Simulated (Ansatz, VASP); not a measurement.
# One calculation of NaF, two programs

INCAR

```
SYSTEM = NaF
  PREC = Accurate
  ENCUT = 600
  EDIFF = 1E-7
  ISMEAR = 0
  SIGMA = 0.1
  LREAL = .FALSE.
  LASPH = .TRUE.
  NELM = 120
  ALGO = Normal
  ISIF = 3
  LWAVE = .FALSE.
  LCHARG = .FALSE.
  GGA = PE
  IBRION = 2
  NSW = 60
  EDIFFG = -0.04
  GGA_COMPAT = .FALSE.
  NELMIN = 4
```

Contents of KPOINTS:

```
regular mesh
0
G
  6 6 6
  0 0 0
```

The input POSCAR:

```
NaF
1.0
    0.0000000000      2.2858943900      2.2858943900
    2.2858943900      0.0000000000      2.2858943900
    2.2858943900      2.2858943900      0.0000000000
Na F
1 1
Direct
    0.0000000000      0.0000000000      0.0000000000
    0.5000000000      0.5000000000      0.5000000000
```

Input for Ansatz:

```yaml
crystal:
  lattice:
    - [0.0, 2.285894, 2.285894]
    - [2.285894, 0.0, 2.285894]
    - [2.285894, 2.285894, 0.0]
  atoms:
    - { symbol: Na, position: [0.0, 0.0, 0.0] }
    - { symbol: F, position: [0.5, 0.5, 0.5] }
basis:
  ecutwfc: 420
kpoints:
  mp_grid: { grid: [6, 6, 6] }
hamiltonian:
  xc: pbe
scf:
  occupations: { method: gaussian, width: 0.1 }
output:
  forces: true
  stress: true
  eigenvalues: true
relax:
  adjacent_minimum: "off"
  f_tol: 0.04
  max_steps: 40
  cell: { stress_tol: 0.4 }
```

Alike in both runs: task relaxation of cell and atoms; functional PBE; k mesh 6 × 6 × 6; occupations gaussian, width 0.1 eV; no spin polarisation.

|  | VASP | Ansatz |
| --- | --- | --- |
| version | VASP 6.6.1 | Ansatz 0.2.0 |
| potentials or method | VASP PAW PBE potentials, release 64 (Na_pv, F), cutoff 600 eV | scalar-relativistic, plane waves, PAW |
| valence electrons in the cell | 14 | 16 |

VASP gave:

```
gap on the k mesh at the Fermi level, each at its own relaxed structure (eV) : 6.07
relaxed volume (Å³/atom)                                                     : 13.00
relaxed cell length with the largest relative difference (Å)                 : 3.326
```

Problem. Which values does Ansatz return?

Solution. gap on the k mesh at the Fermi level, each at its own relaxed structure (eV): 6.11; relaxed volume (Å³/atom): 12.94; relaxed cell length with the largest relative difference (Å): 3.320.

VASP's potentials hold 14 valence electrons a cell and Ansatz's 16, so a difference there can come from the potentials and not from the codes.
